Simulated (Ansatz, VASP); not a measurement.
CoW3 in VASP and in Ansatz

File INCAR:

```
SYSTEM = CoW3
ALGO = Fast
EDIFF = 1E-6
ENCUT = 520
GGA = PE
ISIF = 2
ISMEAR = 0
LASPH = .TRUE.
LCHARG = .FALSE.
LREAL = .FALSE.
LWAVE = .FALSE.
NBANDS = 34
NELM = 80
PREC = Accurate
SIGMA = 0.1
```

KPOINTS

```
k-points
0
G
  12 12 12
  0 0 0
```

File POSCAR:

```
CoW3
1.0
    0.0000000000      3.1063930068      3.1063930068
    3.1063930068      0.0000000000      3.1063930068
    3.1063930068      3.1063930068      0.0000000000
W Co
3 1
Direct
    0.2500000000      0.2500000000      0.2500000000
    0.7500000000      0.7500000000      0.7500000000
    0.5000000000      0.5000000000      0.5000000000
    0.0000000000      0.0000000000      0.0000000000
```

Input for Ansatz:

```yaml
crystal:
  lattice:
    - [0.0, 3.1063930068, 3.1063930068]
    - [3.1063930068, 0.0, 3.1063930068]
    - [3.1063930068, 3.1063930068, 0.0]
  atoms:
    - { symbol: W, position: [0.25, 0.25, 0.25] }
    - { symbol: W, position: [0.75, 0.75, 0.75] }
    - { symbol: W, position: [0.5, 0.5, 0.5] }
    - { symbol: Co, position: [0.0, 0.0, 0.0] }
basis:
  ecutwfc: 420
kpoints:
  mp_grid: { grid: [12, 12, 12] }
hamiltonian:
  xc: pbe
scf:
  occupations: { method: gaussian, width: 0.1 }
  lower_state_search: "off"
output:
  forces: true
  stress: true
  eigenvalues: true
```

Alike in both runs: task single point; functional PBE; k mesh 12 × 12 × 12; occupations gaussian, width 0.1 eV; no spin polarisation.

|  | VASP | Ansatz |
| --- | --- | --- |
| version | VASP 6.6.1 | Ansatz 0.2.0 |
| potentials or method | VASP PAW PBE potentials, release 64 (W_sv, Co), cutoff 520 eV | scalar-relativistic, plane waves, PAW |
| valence electrons in the cell | 51 | 59 |

```csv
,VASP,Ansatz,Ansatz less VASP
gap on the k mesh at the Fermi level (eV),none,none,-
pressure (GPa),-1.5,-1.9,-0.41
```

A gap of «none» marks a metal or a gap that the smearing closes. The functional is the same, so the differences come from potentials, cutoffs and numerics. VASP's potentials hold 51 valence electrons a cell and Ansatz's 59, so a difference there can come from the potentials and not from the codes.

Neither program's run includes spin-orbit coupling.
